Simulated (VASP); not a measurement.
# Li3Ta2O: relaxation of cell and atoms with PBE

Crystal: Li3Ta2O.

```
Li Ta O
1.0
     4.39339    0.00000    0.00000
     0.00000    4.39339    0.00000
     0.00000    0.00000    4.67861
Li Ta O
3 2 1
Direct
  0.00000 0.00000 0.26199
  0.00000 0.00000 0.73801
  0.50000 0.50000 0.50000
  0.50000 0.00000 0.00000
  0.00000 0.50000 0.00000
  0.50000 0.50000 0.00000
```

| Quantity | Value |
| --- | --- |
| Program | VASP 6.6.1 |
| Task | relaxation of cell and atoms |
| Functional | PBE |
| Potentials or basis | VASP PAW PBE potentials, release 64 (Li_sv, Ta_pv, O) |
| Cutoff | 600 eV |
| k mesh | 4 × 4 × 4 |
| Occupations | gaussian, width 0.1 eV |
| Spin | no spin polarisation |
| Dipole correction | no |
| Further INCAR settings | ALGO = Normal; EDIFF = 1e-07; IBRION = 2; EDIFFG = -0.04; NSW = 90; ISIF = 3 |

```
Relaxed volume                         : 16.62 Å³/atom
Relaxed cell                           : a = 4.151 Å, b = 4.151 Å, c = 5.789 Å, α = 90.00°, β = 90.00°, γ = 90.00°
Space group after relaxing (to 0.05 Å) : P4/mmm (No. 123)
Energy gained by relaxing              : 178.6 meV/atom
Ionic steps                            : 13
Pressure after relaxing                : 0.1 GPa
Largest force after relaxing           : 0.017 eV/Å
```

Forces in eV/Å, atoms in the order of the input:
```
Li   0.000  0.000  0.017
Li   0.000  0.000 -0.017
Li   0.000  0.000  0.000
Ta   0.000  0.000  0.000
Ta   0.000  0.000  0.000
O    0.000  0.000  0.000
```

Stress tensor (GPa, compression positive):
```
0.05 0.00 0.00
0.00 0.05 0.00
0.00 0.00 0.30
```

The path:
```csv
step,energy change (eV),largest force (eV/Å),pressure (GPa),volume (Å³)
1,0.0000,1.7674,-1.37,90.31
2,-0.3425,1.2622,0.48,88.61
3,-0.6488,0.1709,5.32,85.34
4,-0.8140,0.7333,-0.87,92.36
5,-0.8138,0.7661,-1.08,92.63
6,-0.9717,0.7116,-0.11,96.01
7,-0.9177,0.7673,1.55,101.30
8,-1.0066,0.7103,0.51,98.03
9,-1.0563,0.3446,0.05,99.08
10,-1.0708,0.0273,-0.32,100.02
11,-1.0708,0.0142,-0.34,100.06
12,-1.0701,0.0563,0.76,99.34
13,-1.0717,0.0165,0.13,99.74
```

Final structure:
```yaml
crystal:
  lattice:
    - [4.15083, 0.00000, 0.00000]
    - [0.00000, 4.15083, 0.00000]
    - [0.00000, 0.00000, 5.78922]
  atoms:
    - { symbol: Li, position: [0.00000, 0.00000, 0.31483] }
    - { symbol: Li, position: [0.00000, 0.00000, 0.68517] }
    - { symbol: Li, position: [0.50000, 0.50000, 0.50000] }
    - { symbol: Ta, position: [0.50000, 0.00000, 0.00000] }
    - { symbol: Ta, position: [0.00000, 0.50000, 0.00000] }
    - { symbol: O, position: [0.50000, 0.50000, 0.00000] }
```

Levels at points of the mesh, in eV from the Fermi level:
| k point | band 15 | band 16 | band 17 | band 18 | band 19 | band 20 | band 21 | band 22 |
| --- | --- | --- | --- | --- | --- | --- | --- | --- |
| (0.00, 0.00, 0.00) | -2.69 | -2.64 | -1.15 | -1.15 | 0.86 | 0.96 | 2.37 | 2.37 |
| (0.50, 0.00, 0.00) | -2.51 | -1.08 | -0.92 | -0.48 | 0.30 | 0.31 | 1.22 | 1.38 |
| (0.50, 0.50, 0.00) | -2.26 | -1.95 | -0.28 | -0.28 | -0.01 | 1.73 | 2.28 | 2.73 |
| (0.00, 0.00, 0.50) | -2.64 | -1.87 | -1.38 | -1.38 | -1.36 | 1.26 | 2.32 | 2.32 |
| (0.50, 0.00, 0.50) | -1.72 | -1.47 | -0.44 | -0.43 | 0.11 | 0.17 | 0.20 | 1.29 |
| (0.50, 0.50, 0.50) | -1.59 | -1.59 | -0.23 | -0.23 | 0.11 | 0.29 | 0.29 | 1.49 |

It took 3.2 min on 1 thread of Intel(R) Xeon(R) 6975P-C (Granite Rapids), on a shared host, peak memory 0.25 GiB.

Caveat: the cutoff is under 1.25 times the usual one of these potentials, so pressure, stress and relaxed cells hold a basis-set (Pulay) error; spin-orbit coupling is left out, which moves the levels of the heavy elements; an odd number of electrons without spin polarisation forces a metal; a magnetic or distorted state may lie lower.
